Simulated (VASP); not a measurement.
# SiC (F-43m) in VASP: further runs

The runs below take SiC through single point, with LDA.

Program: VASP 6.6.1. These are calculated values, not measurements. Logs are shortened: lines on timing, memory, paths and dates and some standing lists are left out, and cuts for length are marked.

## 1. The cell of the first run

It takes space group F-43m (No. 216, cubic). The conventional cell has a = 4.940 Å, b = 4.940 Å, c = 4.940 Å, α = 90.00°, β = 90.00°, γ = 90.00°. Within 2.8 Å of C (site symmetry -43m) lie 4 Si at 2.14 Å. Si (site symmetry -43m) has 4 C at 2.14 Å within 2.8 Å.

## 2. Single point, LDA

Input file INCAR:

```
  PREC = Accurate
  ENCUT = 520
  EDIFF = 1E-6
  ISMEAR = 0
  SIGMA = 0.05
  LREAL = False
  LASPH = True
  NELM = 100
  ALGO = Normal
  ISIF = 2
  LWAVE = False
  LCHARG = False
  NBANDS = 11
```

Input file KPOINTS:

```
regular mesh
0
Gamma
  6 6 6
```

Input file POSCAR:

```
SiC
1.0
    0.0000000000      2.4699044516      2.4699044516
    2.4699044516      0.0000000000      2.4699044516
    2.4699044516      2.4699044516      0.0000000000
C Si
1 1
Direct
    0.0000000000      0.0000000000      0.0000000000
    0.2500000000      0.2500000000      0.2500000000
```

Potentials or basis: VASP PAW LDA potentials, release 64 (C, Si).

Launch:

```
> cat potpaw_LDA.64/C/POTCAR potpaw_LDA.64/Si/POTCAR > POTCAR
> mpirun -np 1 vasp_std > vasp.out
```

OUTCAR:

```text
PREC = Accurate
   ENCUT = 520
   EDIFF = 1E-6
   ISMEAR = 0
   LREAL = False
   LASPH = True
   NELM = 100
   ISIF = 2

 ion  position               nearest neighbor table
   1  0.000  0.000  0.000-   2 2.14   2 2.14   2 2.14   2 2.14
   2  0.250  0.250  0.250-   1 2.14   1 2.14   1 2.14   1 2.14

  LATTYP: Found a face centered cubic cell.
 ALAT       =     4.9398089032

  Lattice vectors:

 A1 = (   0.0000000000,   2.4699044516,   2.4699044516)
 A2 = (   2.4699044516,   0.0000000000,   2.4699044516)
 A3 = (   2.4699044516,   2.4699044516,   0.0000000000)

Analysis of symmetry for initial positions (statically):
=====================================================================
 Subroutine PRICEL returns:
 Original cell was already a primitive cell.

 Routine SETGRP: Setting up the symmetry group for a
 face centered cubic supercell.

 Subroutine GETGRP returns: Found 24 space group operations
 (whereof 24 operations were pure point group operations)
 out of a pool of 48 trial point group operations.

The static configuration has the point symmetry T_d .

Analysis of symmetry for dynamics (positions and initial velocities):
=====================================================================
 Subroutine PRICEL returns:
 Original cell was already a primitive cell.

 Routine SETGRP: Setting up the symmetry group for a
 face centered cubic supercell.

 Subroutine GETGRP returns: Found 24 space group operations
 (whereof 24 operations were pure point group operations)
 out of a pool of 48 trial point group operations.

The dynamic configuration has the point symmetry T_d .

 Subroutine INISYM returns: Found 24 space group operations
 (whereof 24 operations are pure point group operations),
 and found     1 'primitive' translations

----------------------------------------------------------------------------------------

                                     Primitive cell

  volume of cell :      30.1349

  direct lattice vectors                    reciprocal lattice vectors
     0.000000000  2.469904452  2.469904452    -0.202436981  0.202436981  0.202436981
     2.469904452  0.000000000  2.469904452     0.202436981 -0.202436981  0.202436981
     2.469904452  2.469904452  0.000000000     0.202436981  0.202436981 -0.202436981

  length of vectors
     3.492972373  3.492972373  3.492972373     0.350631136  0.350631136  0.350631136

  position of ions in fractional coordinates (direct lattice)
     0.000000000  0.000000000  0.000000000
     0.250000000  0.250000000  0.250000000

  ion indices of the primitive-cell ions
   primitive index   ion index
                 1           1
                 2           2

----------------------------------------------------------------------------------------

 KPOINTS: regular mesh

Automatic generation of k-mesh.
 Grid dimensions read from file:
 generate k-points for:    6    6    6

 Generating k-lattice:

  Cartesian coordinates                     Fractional coordinates (reciprocal lattice)
    -0.033739497  0.033739497  0.033739497     0.166666667  0.000000000  0.000000000
     0.033739497 -0.033739497  0.033739497     0.000000000  0.166666667  0.000000000
     0.033739497  0.033739497 -0.033739497     0.000000000  0.000000000  0.166666667

  Length of vectors
     0.058438523  0.058438523  0.058438523

  Shift w.r.t. Gamma in fractional coordinates (k-lattice)
     0.000000000  0.000000000  0.000000000

 Subroutine IBZKPT returns following result:
 ===========================================

 Found     16 irreducible k-points:

 Following reciprocal coordinates:
            Coordinates               Weight
  0.000000  0.000000  0.000000      1.000000
  0.166667  0.000000  0.000000      8.000000
  0.333333  0.000000  0.000000      8.000000
  0.500000  0.000000  0.000000      4.000000
  0.166667  0.166667  0.000000      6.000000
  0.333333  0.166667  0.000000     24.000000
[... 8 lines left out ...]
 -0.333333  0.333333  0.166667     24.000000
 -0.333333  0.500000  0.166667     12.000000
   k-points           NKPTS =     16   k-points in BZ     NKDIM =     16   number of bands    NBANDS=     11
   number of dos      NEDOS =    301   number of ions     NIONS =      2
   total plane-waves  NPLWV =  21952
   dimension x,y,z NGX =    28 NGY =   28 NGZ =   28
   dimension x,y,z NGXF=    56 NGYF=   56 NGZF=   56
   ions per type =               1   1
   NGX,Y,Z   is equivalent  to a cutoff of  13.33, 13.33, 13.33 a.u.
   NGXF,Y,Z  is equivalent  to a cutoff of  26.65, 26.65, 26.65 a.u.
 SYSTEM =  unknown system
   PREC   = accura    normal or accurate (medium, high low for compatibility)
   ISTART =      0    job   : 0-new  1-cont  2-samecut
   ICHARG =      2    charge: 1-file 2-atom 10-const
   ISPIN  =      1    spin polarized calculation?
   LNONCOLLINEAR =      F non collinear calculations
   LSORBIT =      F    spin-orbit coupling
   LASPH  =      T    aspherical Exc in radial PAW
   ENCUT  =  520.0 eV  38.22 Ry    6.18 a.u.   6.49  6.49  6.49*2*pi/ulx,y,z
   NELM   =    100;   NELMIN=  2; NELMDL= -5     # of ELM steps
   EDIFF  = 0.1E-05   stopping-criterion for ELM
   LREAL  =      F    real-space projection
[... 7 lines left out ...]
   TEBEG  =    0.0;   TEEND  =   0.0 temperature during run
   PSTRESS=    0.0 pullay stress
   NELECT =       8.0000    total number of electrons
   NUPDOWN=      -1.0000    fix difference up-down
   EMIN   =  10.00;   EMAX   =-10.00  energy-range for DOS
   EFERMI =   0.00;   METHOD = LEGACY
   ISMEAR =     0;   SIGMA  =   0.05  broadening in eV -4-tet -1-fermi 0-gaus
   EFERMI_NEDOS =   21; number of points for ismear=-14 and -15
   IALGO  =     38    algorithm
   IMIX   =      4    mixing-type and parameters
     AMIX     =   0.40;   BMIX     =  1.00
     AMIX_MAG =   1.60;   BMIX_MAG =  1.00
  volume/ion in A,a.u.               =      15.07       101.68
  Fermi-wavevector in a.u.,A,eV,Ry     =   1.052159  1.988292 15.062172  1.107038
  Thomas-Fermi vector in A             =   2.187231
   LORBIT       =      0    0 simple, 1 ext, 2 COOP (PROOUT), +10 PAW based schemes
   GGA     = CA    functional components
   LHFCALC =     F    Hartree Fock is set to
   AEXX    =    0.0000 exact exchange contribution
   IVDW    =     0    specifies the selected vdW correction
   LEPSILON=     F    determine dielectric tensor
   LRPA    =     F    only Hartree local field effects (RPA)
 non-spin polarized calculation
 Gauss-broadening in eV      SIGMA  =   0.05
  energy-cutoff  :      520.00
  volume of cell :       30.13
 maximum number of plane-waves:       869
 NGX is ok and might be reduce to    28
   NGX = 13   NGY = 13   NGZ = 13

 number of electron       7.9999999 magnetization

 Free energy of the ion-electron system (eV)
  ---------------------------------------------------
  ext. energy  EPLUGINS =         0.00000000
  ---------------------------------------------------
  free energy    TOTEN  =       -14.89730373 eV

  energy without entropy =      -14.89730373  energy(sigma->0) =      -14.89730373

 E-fermi :   4.5558     XC(G=0): -10.0298

 val. band max:        4.3171135652   @ k =   0.0000   0.0000   0.0000
 cond. band min:       5.8178445109   @ k =   0.5000   0.5000   0.0000
 fundamental gap:      1.5007309457
 Fermi energy:         4.5558407590

 k-point     1 :       0.0000    0.0000    0.0000
  band No.  band energies     occupation
      1      -8.3687      2.00000
      2       4.3171      2.00000
      3       4.3171      2.00000
      4       4.3171      2.00000
      5       6.4106      0.00000
      6       9.3773      0.00000
      7       9.3773      0.00000
      8       9.3773      0.00000
      9      15.6395      0.00000
     10      16.8429      0.00000
     11      16.8429      0.00000

 k-point     2 :       0.1667    0.0000    0.0000
  band No.  band energies     occupation
      1      -7.9748      2.00000
      2       2.0678      2.00000
      3       4.0271      2.00000
      4       4.0271      2.00000
      5       7.2724      0.00000
      6       9.8183      0.00000
      7       9.8183      0.00000
      8       9.8266      0.00000
      9      15.6787      0.00000
     10      15.6787      0.00000
     11      16.6799      0.00000

 k-point     3 :       0.3333    0.0000    0.0000
  band No.  band energies     occupation
      1      -6.8928      2.00000
      2      -0.8752      2.00000
      3       3.5787      2.00000
      4       3.5787      2.00000
      5       6.9250      0.00000
      6      10.1188      0.00000
      7      10.1188      0.00000
      8      11.4860      0.00000
      9      16.2173      0.00000
     10      16.2173      0.00000
     11      16.2247      0.00000

 k-point     4 :       0.5000    0.0000    0.0000
  band No.  band energies     occupation
      1      -5.9535      2.00000
      2      -2.4918      2.00000
      3       3.3964      2.00000
      4       3.3964      2.00000
      5       6.6939      0.00000
      6      10.0270      0.00000
      7      10.0270      0.00000
      8      12.1411      0.00000
      9      16.6035      0.00000
     10      17.9294      0.00000
     11      17.9294      0.00000

 k-point     5 :       0.1667    0.1667    0.0000
  band No.  band energies     occupation
      1      -7.8419      2.00000
      2       2.2277      2.00000
      3       3.4522      2.00000
      4       3.4522      2.00000
      5       8.1292      0.00000
      6       8.1755      0.00000
      7      10.6670      0.00000
      8      10.6670      0.00000
      9      13.6787      0.00000
     10      17.4581      0.00000
     11      17.6448      0.00000
[... 99 lines left out ...]
 k-point    13 :       0.5000    0.5000    0.0000
  band No.  band energies     occupation
      1      -4.8342      2.00000
      2      -2.5301      2.00000
      3       1.8506      2.00000
      4       1.8506      2.00000
      5       5.8178      0.00000
      6       7.3270      0.00000
      7      14.2031      0.00000
      8      14.2031      0.00000
      9      14.8282      0.00000
     10      19.7630      0.00000
     11      20.9013      0.00000

 k-point    14 :       0.5000    0.3333    0.1667
  band No.  band energies     occupation
      1      -5.9798      2.00000
      2      -1.1360      2.00000
      3       1.1882      2.00000
      4       2.4502      2.00000
      5       8.3551      0.00000
      6       9.2053      0.00000
      7      10.6612      0.00000
      8      12.7296      0.00000
      9      14.4375      0.00000
     10      17.7120      0.00000
     11      19.5082      0.00000

 k-point    15 :      -0.3333    0.3333    0.1667
  band No.  band energies     occupation
      1      -5.1552      2.00000
      2      -2.0879      2.00000
      3       0.6802      2.00000
      4       1.9955      2.00000
      5       8.5926      0.00000
      6       9.5904      0.00000
      7      11.2697      0.00000
      8      13.2630      0.00000
      9      13.6676      0.00000
     10      17.5659      0.00000
     11      19.6121      0.00000

 k-point    16 :      -0.3333    0.5000    0.1667
  band No.  band energies     occupation
      1      -4.7587      2.00000
      2      -2.3080      2.00000
      3       1.0423      2.00000
      4       1.1099      2.00000
      5       7.7948      0.00000
      6       9.1570      0.00000
      7      12.0221      0.00000
      8      13.3005      0.00000
      9      14.4204      0.00000
     10      18.7099      0.00000
     11      19.4732      0.00000

------------------------ aborting loop because EDIFF is reached ----------------------------------------

  FORCE on cell =-STRESS in cart. coord.  units (eV):
  Direction    XX          YY          ZZ          XY          YZ          ZX
  --------------------------------------------------------------------------------------
  -------------------------------------------------------------------------------------
  Total       -7.5890299     -7.5890299     -7.5890299      0.0000000      0.0000000      0.0000000
  in kB     -403.4840667   -403.4840667   -403.4840667      0.0000000      0.0000000      0.0000000
  external PRESSURE =    -403.4840667 kB  Pullay stress =       0.0000000 kB

 VOLUME and BASIS-vectors are now :
 -----------------------------------------------------------------------------
  energy-cutoff  :      520.00
  volume of cell :       30.13
      direct lattice vectors                 reciprocal lattice vectors
     0.000000000  2.469904452  2.469904452    -0.202436981  0.202436981  0.202436981
     2.469904452  0.000000000  2.469904452     0.202436981 -0.202436981  0.202436981
     2.469904452  2.469904452  0.000000000     0.202436981  0.202436981 -0.202436981

 POSITION                                       TOTAL-FORCE (eV/Angst)
 -----------------------------------------------------------------------------------
      0.00000      0.00000      0.00000        -0.000000     -0.000000     -0.000000
      1.23495      1.23495      1.23495         0.000000      0.000000      0.000000
 -----------------------------------------------------------------------------------
    total drift:                                0.000000      0.000000      0.000000

  FREE ENERGIE OF THE ION-ELECTRON SYSTEM (eV)
  ---------------------------------------------------
  free  energy   TOTEN  =       -14.8973037308 eV

  energy  without entropy=      -14.8973037308  energy(sigma->0) =      -14.89730373
```

It took 3.1 s on 1 thread of Intel Xeon 6975P-C (Granite Rapids), shared host; peak memory 0.13 GiB.

Results:

| Property | Result |
| --- | --- |
| Free energy | -14.8973 eV |
| Pressure | -40.3 GPa |
| Band gap on the k mesh | 1.50 eV, indirect (least direct gap 2.09 eV) |

Levels at points of the mesh, in eV from the valence-band top:
| k point | band 1 | band 2 | band 3 | band 4 | band 5 | band 6 | band 7 | band 8 |
| --- | --- | --- | --- | --- | --- | --- | --- | --- |
| (0.00, 0.00, 0.00) | -12.69 | 0.00 | 0.00 | 0.00 | 2.09 | 5.06 | 5.06 | 5.06 |
| (0.50, 0.00, 0.00) | -10.27 | -6.81 | -0.92 | -0.92 | 2.38 | 5.71 | 5.71 | 7.82 |
| (0.50, 0.50, 0.00) | -9.15 | -6.85 | -2.47 | -2.47 | 1.50 | 3.01 | 9.89 | 9.89 |

## 3. Single point, LDA

This run uses another cell than the first one, of 10.13 Å³/atom, 0.673 times its volume.

Input file INCAR:

```
SYSTEM = SiC
PREC     = Accurate       ! precision mode
ENCUT    = 600            ! plane-wave cutoff, eV
EDIFF    = 1E-6           ! SCF threshold, eV
ISMEAR   = 0              ! smearing method
SIGMA    = 0.05           ! smearing width, eV
LREAL    = .FALSE.        ! projectors in reciprocal space
LASPH    = .TRUE.         ! aspherical terms in the spheres
NELM     = 120            ! most SCF steps
ALGO     = Normal         ! electronic algorithm
ISIF     = 2              ! what is computed and relaxed
LWAVE    = .FALSE.        ! write WAVECAR
LCHARG   = .FALSE.        ! write CHGCAR
GGA      = CA             ! functional
NBANDS   = 11             ! bands
GGA_COMPAT= .FALSE.
```

Input file KPOINTS:

```
regular mesh
0
G
  6 6 6
  0 0 0
```

Input file POSCAR:

```
SiC
1.0
    0.0000000000      2.1640106812      2.1640106812
    2.1640106812      0.0000000000      2.1640106812
    2.1640106812      2.1640106812      0.0000000000
C Si
1 1
Direct
    0.0000000000      0.0000000000      0.0000000000
    0.2500000000      0.2500000000      0.2500000000
```

Potentials or basis: VASP PAW LDA potentials, release 64 (C, Si).

Launch:

```
> cat potpaw_LDA.64/C/POTCAR potpaw_LDA.64/Si/POTCAR > POTCAR
> mpirun -np 1 vasp_std > vasp.out
```

It took 3 s on 1 thread of AMD EPYC 7R43 (Zen 3), shared host; peak memory 0.09 GiB.

Results (log left out):

* Free energy: -16.6335 eV
* Pressure: 0.5 GPa
* Band gap on the k mesh: 1.28 eV, indirect (least direct gap 4.52 eV)

Levels at points of the mesh, in eV from the valence-band top:
```
           k point  band 1  band 2  band 3  band 4  band 5  band 6  band 7  band 8  band 9
(0.00, 0.00, 0.00)  -15.48    0.00    0.00    0.00    6.53    7.33    7.33    7.33   14.57
(0.50, 0.00, 0.00)  -11.78   -8.67   -1.06   -1.06    5.57    7.21    7.21   10.03   16.18
(0.50, 0.50, 0.00)  -10.28   -7.88   -3.24   -3.24    1.28    4.26   14.06   14.06   14.83
```

(Continued in part 2 of 2.)
